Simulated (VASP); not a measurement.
# YN (Fm-3m) in VASP: G0W0 quasiparticle levels with PBE

Aim: the G0W0 quasiparticle levels of YN with PBE.

Everything below comes from runs of VASP 6.6.1. Logs are shortened: lines on timing, memory, paths and dates and some standing lists are left out, and cuts for length are marked.

## Step 1: The cell of the first run

Symmetry: Fm-3m, No. 225, cubic system. The conventional cell has a = 4.896 Å, b = 4.896 Å, c = 4.896 Å, α = 90.00°, β = 90.00°, γ = 90.00°. Y (site symmetry m-3m) has 6 N at 2.45 Å within 3.2 Å. Within 3.2 Å of N (site symmetry m-3m) lie 6 Y at 2.45 Å.

## Step 2: G0W0 quasiparticle levels, PBE

POSCAR reads:

```
YN
1.0
    0.0000000000      2.4480479768      2.4480479768
    2.4480479768      0.0000000000      2.4480479768
    2.4480479768      2.4480479768      0.0000000000
Y N
1 1
Direct
    0.0000000000      0.0000000000      0.0000000000
    0.5000000000      0.5000000000      0.5000000000
```

INCAR.step1 reads:

```
SYSTEM = YN
PREC = Accurate ; ENCUT = 500
EDIFF = 1E-8 ; ISMEAR = 0
SIGMA = 0.01 ; LREAL = .FALSE.
LASPH = .TRUE. ; NELM = 80
ALGO = Normal ; LWAVE = .TRUE.
LCHARG = .FALSE. ; GGA = PE
```

INCAR.step2 reads:

```
SYSTEM = YN
PREC = Accurate ; ENCUT = 500
EDIFF = 1E-8 ; ISMEAR = 0
SIGMA = 0.01 ; LREAL = .FALSE.
LASPH = .TRUE. ; NELM = 1
ALGO = Exact ; LWAVE = .TRUE.
LCHARG = .FALSE. ; GGA = PE
NBANDS = 48 ; LOPTICS = .TRUE.
ISTART = 1
```

INCAR.step3 reads:

```
SYSTEM = YN
PREC = Accurate ; ENCUT = 500
EDIFF = 1E-8 ; ISMEAR = 0
SIGMA = 0.01 ; LREAL = .FALSE.
LASPH = .TRUE. ; ALGO = EVGW0
LWAVE = .FALSE. ; LCHARG = .FALSE.
GGA = PE ; NELMGW = 1
NBANDS = 48 ; ENCUTGW = 60.0
NOMEGA = 48 ; PRECFOCK = Fast
ISTART = 1 ; NBANDSGW = 16
```

KPOINTS reads:

```
Automatic mesh
0
G
  4 4 4
  0 0 0
```

Potentials or basis: VASP PAW PBE potentials, release 64 (Y_sv_GW, N_GW).

On the command line:

```bash
> cat potpaw_PBE.64/Y_sv_GW/POTCAR potpaw_PBE.64/N_GW/POTCAR > POTCAR
> cp INCAR.step1 INCAR
> mpirun -np 1 vasp_std > vasp.out
> cp INCAR.step2 INCAR
> mpirun -np 1 vasp_std > vasp.out
> cp INCAR.step3 INCAR
> mpirun -np 1 vasp_std > vasp.out
```

OUTCAR:

```text
SYSTEM = YN
   PREC = Accurate
   ENCUT = 500
   EDIFF = 1E-8
   ISMEAR = 0
   LREAL = .FALSE.
   LASPH = .TRUE.
   GGA = PE
   NELMGW = 1
   ENCUTGW = 60.0
   PRECFOCK = Fast
   ISTART = 1

 ion  position               nearest neighbor table
   1  0.000  0.000  0.000-
   2  0.500  0.500  0.500-

  LATTYP: Found a face centered cubic cell.
 ALAT       =     4.8960959536

  Lattice vectors:

 A1 = (   0.0000000000,   2.4480479768,   2.4480479768)
 A2 = (   2.4480479768,   0.0000000000,   2.4480479768)
 A3 = (   2.4480479768,   2.4480479768,   0.0000000000)

Analysis of symmetry for initial positions (statically):
=====================================================================
 Subroutine PRICEL returns:
 Original cell was already a primitive cell.

 Routine SETGRP: Setting up the symmetry group for a
 face centered cubic supercell.

 Subroutine GETGRP returns: Found 48 space group operations
 (whereof 48 operations were pure point group operations)
 out of a pool of 48 trial point group operations.

The static configuration has the point symmetry O_h .

Analysis of symmetry for dynamics (positions and initial velocities):
=====================================================================
 Subroutine PRICEL returns:
 Original cell was already a primitive cell.

 Routine SETGRP: Setting up the symmetry group for a
 face centered cubic supercell.

 Subroutine GETGRP returns: Found 48 space group operations
 (whereof 48 operations were pure point group operations)
 out of a pool of 48 trial point group operations.

The dynamic configuration has the point symmetry O_h .

 Subroutine INISYM returns: Found 48 space group operations
 (whereof 48 operations are pure point group operations),
 and found     1 'primitive' translations

----------------------------------------------------------------------------------------

                                     Primitive cell

  volume of cell :      29.3420

  direct lattice vectors                    reciprocal lattice vectors
     0.000000000  2.448047977  2.448047977    -0.204244363  0.204244363  0.204244363
     2.448047977  0.000000000  2.448047977     0.204244363 -0.204244363  0.204244363
     2.448047977  2.448047977  0.000000000     0.204244363  0.204244363 -0.204244363

  length of vectors
     3.462062650  3.462062650  3.462062650     0.353761614  0.353761614  0.353761614

  position of ions in fractional coordinates (direct lattice)
     0.000000000  0.000000000  0.000000000
     0.500000000  0.500000000  0.500000000

  ion indices of the primitive-cell ions
   primitive index   ion index
                 1           1
                 2           2

----------------------------------------------------------------------------------------

 KPOINTS: Automatic mesh

Automatic generation of k-mesh.
 Grid dimensions read from file:
 generate k-points for:    4    4    4

 Generating k-lattice:

  Cartesian coordinates                     Fractional coordinates (reciprocal lattice)
    -0.051061091  0.051061091  0.051061091     0.250000000  0.000000000  0.000000000
     0.051061091 -0.051061091  0.051061091     0.000000000  0.250000000  0.000000000
     0.051061091  0.051061091 -0.051061091     0.000000000  0.000000000  0.250000000

  Length of vectors
     0.088440404  0.088440404  0.088440404

  Shift w.r.t. Gamma in fractional coordinates (k-lattice)
     0.000000000  0.000000000  0.000000000

 Subroutine IBZKPT returns following result:
 ===========================================

 Found      8 irreducible k-points:

 Following reciprocal coordinates:
            Coordinates               Weight
  0.000000  0.000000  0.000000      1.000000
  0.250000  0.000000  0.000000      8.000000
  0.500000  0.000000  0.000000      4.000000
  0.250000  0.250000  0.000000      6.000000
  0.500000  0.250000  0.000000     24.000000
 -0.250000  0.250000  0.000000     12.000000
  0.500000  0.500000  0.000000      3.000000
 -0.250000  0.500000  0.250000      6.000000
   k-points           NKPTS =      8   k-points in BZ     NKDIM =     64   number of bands    NBANDS=     48
   number of dos      NEDOS =    301   number of ions     NIONS =      2
   total plane-waves  NPLWV =  21952
   dimension x,y,z NGX =    28 NGY =   28 NGZ =   28
   dimension x,y,z NGXF=    56 NGYF=   56 NGZF=   56
   ions per type =               1   1
   NGX,Y,Z   is equivalent  to a cutoff of  13.45, 13.45, 13.45 a.u.
   NGXF,Y,Z  is equivalent  to a cutoff of  26.89, 26.89, 26.89 a.u.
 SYSTEM =  YN
   PREC   = accura    normal or accurate (medium, high low for compatibility)
   ISTART =      1    job   : 0-new  1-cont  2-samecut
   ICHARG =      0    charge: 1-file 2-atom 10-const
   ISPIN  =      1    spin polarized calculation?
   LNONCOLLINEAR =      F non collinear calculations
   LSORBIT =      F    spin-orbit coupling
   LASPH  =      T    aspherical Exc in radial PAW
   ENCUT  =  500.0 eV  36.75 Ry    6.06 a.u.   6.31  6.31  6.31*2*pi/ulx,y,z
   NELM   =     60;   NELMIN=  2; NELMDL=  0     # of ELM steps
   EDIFF  = 0.1E-07   stopping-criterion for ELM
   LREAL  =      F    real-space projection
   EDIFFG = 0.1E-06   stopping-criterion for IOM
   NSW    =      0    number of steps for IOM
   IBRION =     -1    ionic relax: 0-MD 1-quasi-New 2-CG
   NFREE  =      0    steps in history (QN), initial steepest desc. (CG)
   ISIF   =      0    stress and relaxation
   ISYM   =      3    0-nonsym 1-usesym 2-fastsym
   POTIM  = 0.5000    time-step for ionic-motion
   TEBEG  =    0.0;   TEEND  =   0.0 temperature during run
   PSTRESS=    0.0 pullay stress
   NELECT =      16.0000    total number of electrons
   NUPDOWN=      -1.0000    fix difference up-down
   EMIN   =  10.00;   EMAX   =-10.00  energy-range for DOS
   EFERMI =   0.00;   METHOD = LEGACY
   ISMEAR =     0;   SIGMA  =   0.01  broadening in eV -4-tet -1-fermi 0-gaus
   EFERMI_NEDOS =   21; number of points for ismear=-14 and -15
   IALGO  =     38    algorithm
   IMIX   =      4    mixing-type and parameters
     AMIX     =   0.40;   BMIX     =  1.00
     AMIX_MAG =   1.60;   BMIX_MAG =  1.00
  volume/ion in A,a.u.               =      14.67        99.00
  Fermi-wavevector in a.u.,A,eV,Ry     =   1.337473  2.527457 24.338551  1.788833
  Thomas-Fermi vector in A             =   2.466019
   LORBIT       =      0    0 simple, 1 ext, 2 COOP (PROOUT), +10 PAW based schemes
   GGA     = PE    functional components
   LHFCALC =     T    Hartree Fock is set to
   PRECFOCK=fast      Normal, Fast or Accurate (Low or Medium for compatibility)
   ENCUT4O =  -1.0   cutoff for four orbital integrals eV
   NKREDX  =     1    reduce k-point grid by
   NKREDY  =     1    reduce k-point grid by
   NKREDZ  =     1    reduce k-point grid by
   AEXX    =    1.0000 exact exchange contribution
   HFSCREEN=    0.0000 screening length (either q_TF or 0.3 A-1)
   HFSCREENC=   0.0000 screening length for correlation (either q_TF or 0.3 A-1)
   ENCUTFOCK=  -1.0 apply spherical cutoff to Coloumb kernel
   IVDW    =     0    specifies the selected vdW correction
   LEPSILON=     F    determine dielectric tensor
   LRPA    =     F    only Hartree local field effects (RPA)
   LRPAFORCE           =     F    calculate RPA forces
   ENCUTGW             =  60.0    cutoff for response function in eV
   ENCUTGWSOFT         =  48.0    soft cutoff for Coulomb kernel in GW response function in eV
   ENCUTLF             =  -1.0    cutoff for local field effects
   NELMGW              =     1    number of iterations in solving QP/BSE equation
   NELMHF              =     1    number of iterations in the inner HF iteration
   NKREDLFX            =     1    NKREDLFY  =   1   NKREDLFZ  =   1
 non-spin polarized calculation
 Gauss-broadening in eV      SIGMA  =   0.01
  energy-cutoff  :      500.00
  volume of cell :       29.34
 maximum number of plane-waves:       754
 NGX is ok and might be reduce to    28
  NGX = 14; NGY = 14; NGZ = 14
   NGX = 13   NGY = 13   NGZ = 13
 maximum number of plane-waves:        34
 NGX is ok and might be reduce to    10

 QP shifts <psi_nk| G(iteration)W_0 |psi_nk>: iteration 1
 for sc-GW calculations column KS-energies equals QP-energies in previous step
 and V_xc(KS)=  KS-energies - (<T + V_ion + V_H > + <T+V_H+V_ion>^1  + <V_x>^1)

 k-point   1 :       0.0000    0.0000    0.0000
  band No.  KS-energies  QP-energies   sigma(KS)   V_xc(KS)     V^pw_x(r,r')   Z            occupation Imag(sigma)

      1     -33.2682     -34.6379     -21.4321     -19.2589     -31.8905       0.6302       2.0000       1.2646
      2     -12.9325     -14.0505     -19.7566     -18.2144     -25.4619       0.7250       2.0000       0.5479
      3     -12.9325     -14.0505     -19.7566     -18.2144     -25.4619       0.7250       2.0000       0.5479
      4     -12.9325     -14.0505     -19.7566     -18.2144     -25.4619       0.7250       2.0000       0.5479
      5      -5.2529      -5.9302     -16.8955     -15.8720     -25.0662       0.6618       2.0000       1.1819
      6       7.6291       7.8190     -16.2230     -16.4798     -19.6921       0.7395       2.0000       0.2425
[... 8 lines left out ...]
     15      18.3844      18.4979      -8.0065      -8.1466      -2.3745       0.8102       0.0000      -0.7042
     16      30.8215      32.8807     -11.5275     -14.0607      -5.5287       0.8129       0.0000      -1.3307

 k-point   2 :       0.2500    0.0000    0.0000
  band No.  KS-energies  QP-energies   sigma(KS)   V_xc(KS)     V^pw_x(r,r')   Z            occupation Imag(sigma)

      1     -33.2108     -34.5800     -21.4771     -19.3110     -31.9162       0.6321       2.0000       1.2588
      2     -13.5232     -14.6074     -19.1778     -17.6688     -25.3068       0.7185       2.0000       0.7226
      3     -12.9746     -14.0958     -19.7241     -18.1767     -25.4240       0.7246       2.0000       0.5402
      4     -12.9746     -14.0958     -19.7241     -18.1767     -25.4240       0.7246       2.0000       0.5402
      5      -4.3863      -5.0615     -17.6439     -16.6539     -25.3846       0.6820       2.0000       1.0448
      6       5.1876       5.0252     -14.2666     -14.0452     -17.7394       0.7331       2.0000       0.3284
[... 8 lines left out ...]
     15      21.2305      21.9049      -9.7332     -10.5773      -3.8007       0.7989       0.0000      -0.8957
     16      25.7139      26.6035      -9.7718     -10.8561      -3.8145       0.8205       0.0000      -1.0121

 k-point   3 :       0.5000    0.0000    0.0000
  band No.  KS-energies  QP-energies   sigma(KS)   V_xc(KS)     V^pw_x(r,r')   Z            occupation Imag(sigma)

      1     -33.1517     -34.5218     -21.5218     -19.3624     -31.9422       0.6345       2.0000       1.2524
      2     -14.0351     -15.0959     -18.7503     -17.2670     -25.1912       0.7151       2.0000       0.8540
      3     -13.0157     -14.1403     -19.6928     -18.1404     -25.3867       0.7245       2.0000       0.5318
      4     -13.0157     -14.1403     -19.6928     -18.1404     -25.3867       0.7245       2.0000       0.5318
      5      -3.5248      -4.1652     -18.3654     -17.4543     -25.7972       0.7029       2.0000       0.9257
      6       3.5420       3.2076     -13.4514     -12.9936     -17.4437       0.7302       2.0000       0.4944
[... 74 lines left out ...]
      1     -33.1143     -34.4956     -21.5530     -19.3925     -31.9591       0.6394       2.0000       1.2609
      2     -13.7661     -14.9161     -19.0653     -17.4609     -25.1054       0.7168       2.0000       0.7287
      3     -13.2528     -14.3772     -19.5055     -17.9413     -25.3260       0.7189       2.0000       0.6031
      4     -13.2528     -14.3772     -19.5055     -17.9413     -25.3260       0.7189       2.0000       0.6031
      5      -4.8345      -5.4360     -17.2560     -16.3497     -25.4314       0.6636       2.0000       1.1318
      6       6.1004       5.9571     -15.3552     -15.1593     -19.1490       0.7319       2.0000       0.2913
[... 8 lines left out ...]
     15      18.9693      19.9189     -11.0307     -12.2248      -5.7080       0.7953       0.0000      -0.4599
     16      23.9483      24.8922     -10.9121     -12.1141      -4.5243       0.7853       0.0000      -1.0550

 k-point   8 :      -0.2500    0.5000    0.2500
  band No.  KS-energies  QP-energies   sigma(KS)   V_xc(KS)     V^pw_x(r,r')   Z            occupation Imag(sigma)

      1     -33.1138     -34.4955     -21.5531     -19.3936     -31.9593       0.6398       2.0000       1.2581
      2     -13.5155     -14.6541     -19.2740     -17.6878     -25.2000       0.7178       2.0000       0.6668
      3     -13.5155     -14.6541     -19.2740     -17.6878     -25.2000       0.7178       2.0000       0.6668
      4     -13.3349     -14.4313     -19.3776     -17.8523     -25.3521       0.7188       2.0000       0.6497
      5      -4.3512      -4.9643     -17.6928     -16.7845     -25.5821       0.6751       2.0000       1.0474
      6       5.4720       5.4177     -15.0255     -14.9504     -18.8209       0.7243       2.0000       0.3354
[... 8 lines left out ...]
     15      20.9223      21.9635     -11.5519     -12.8910      -5.4734       0.7775       0.0000      -0.8890
     16      20.9223      21.9635     -11.5519     -12.8910      -5.4734       0.7775       0.0000      -0.8890
```

Run time: 39 s. Hardware: 1 thread of Intel Xeon Platinum 8559C (Emerald Rapids), shared host; peak memory 0.23 GiB.

What came out:

| Property | Result |
| --- | --- |
| Band gap on the k mesh, mean-field level | 0.13 eV, indirect (least direct gap 0.53 eV) |
| Quasiparticle gap | 0.33 eV |
| Least direct quasiparticle gap | 0.82 eV |

Levels at points of the mesh, in eV from the valence-band top:
| k point | band 4 | band 5 | band 6 | band 7 | band 8 | band 9 | band 10 | band 11 | band 12 |
| --- | --- | --- | --- | --- | --- | --- | --- | --- | --- |
| (0.00, 0.00, 0.00) | -20.56 | -12.88 | 0.00 | 0.00 | 0.00 | 3.06 | 3.06 | 3.06 | 4.10 |
| (0.50, 0.00, 0.00) | -20.64 | -11.15 | -4.09 | -2.26 | -2.26 | 5.64 | 6.28 | 6.28 | 6.64 |
| (0.50, 0.50, 0.00) | -20.88 | -12.46 | -1.53 | -0.40 | -0.40 | 0.13 | 6.76 | 7.13 | 7.80 |

Caveat: the k points lie up to 0.56 Å⁻¹ apart; bands, screening cutoff and mesh are small and nothing is extrapolated, so the quasiparticle values aren't converged. A k mesh can miss the band edges.
